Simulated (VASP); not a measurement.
A run of VASP 6.6.1:

File INCAR:

```
SYSTEM = Ti8HO16
  PREC = Accurate
  ENCUT = 520
  EDIFF = 1E-6
  ISMEAR = 0
  SIGMA = 0.02
  LREAL = Auto
  LASPH = .TRUE.
  NELM = 80
  ALGO = Normal
  ISIF = 2
  LWAVE = .FALSE.
  LCHARG = .FALSE.
  GGA = PE
  NELECT = 192.0
  NBANDS = 114
```

Contents of KPOINTS:

```
Automatic mesh
0
G
  3 3 3
  0 0 0
```

Contents of POSCAR:

```
Ti8HO16
1.0
    4.6432750182     -4.6432750182      0.0000000000
    4.6432750182      4.6432750182      0.0000000000
   -4.6432750182      0.0000000000      5.9277640358
Ti O H
8 16 1
Direct
    1.0292246163     -0.0216633842     -0.0004639186
    0.2526758171      0.2601108710      0.4998309619
    0.4722518168      0.5037864555     -0.0005450622
    0.7529399776      0.7590274912      0.4990632188
    0.1180337501      0.6449618322      0.2657295382
    0.3998123240      0.8748003425      0.7533788412
    0.6458401452      0.1210039056      0.2467223714
    0.8514126260      0.3788336831      0.7342250761
   -0.0501291663      0.2899206894      0.0000809749
    0.2391568230      0.5548376720      0.4992266868
    0.4883761424      0.8067057684      0.0000011809
    0.7397363035      0.0555991400      0.5008277965
    0.8181042417      0.6390463576      0.2519383348
    0.0710109468      0.8852704910      0.7495161705
    0.3213094925      0.1356973983      0.2503706273
    0.5660529019      0.3872037067      0.7483064395
    0.0113546171      0.6868547733     -0.0000204124
    0.2599479446      0.9455971874      0.5026188597
    0.5291035567      0.1983372346      0.0000944707
    0.7571000489      0.4430182867      0.4974449020
    0.4240560631      0.6120539734      0.2486850001
    0.6813900304      0.8570399750      0.7483204414
    0.9330501981      0.1088461643      0.2519972102
    0.1751936645      0.3633227322      0.7512686020
    0.7996355327      0.2660625717      0.0003438059
```

Potentials or basis: VASP PAW PBE potentials, release 64 (Ti_sv, O, H).

Run with:

```bash
$ cat potpaw_PBE.64/Ti_sv/POTCAR potpaw_PBE.64/O/POTCAR potpaw_PBE.64/H/POTCAR > POTCAR
$ mpirun -np 1 vasp_std > vasp.out
```

Hardware: 1 thread of Intel(R) Xeon(R) Platinum 8259CL CPU @ 2.50GHz (Skylake/Cascade Lake), on a shared host.

Question: Estimate the wall time of this run.

Answer: Wall time 21 min on 1 thread of Intel(R) Xeon(R) Platinum 8259CL CPU @ 2.50GHz (Skylake/Cascade Lake), on a shared host, peak memory 0.51 GiB. Counts: scf iterations 19, k points 14.
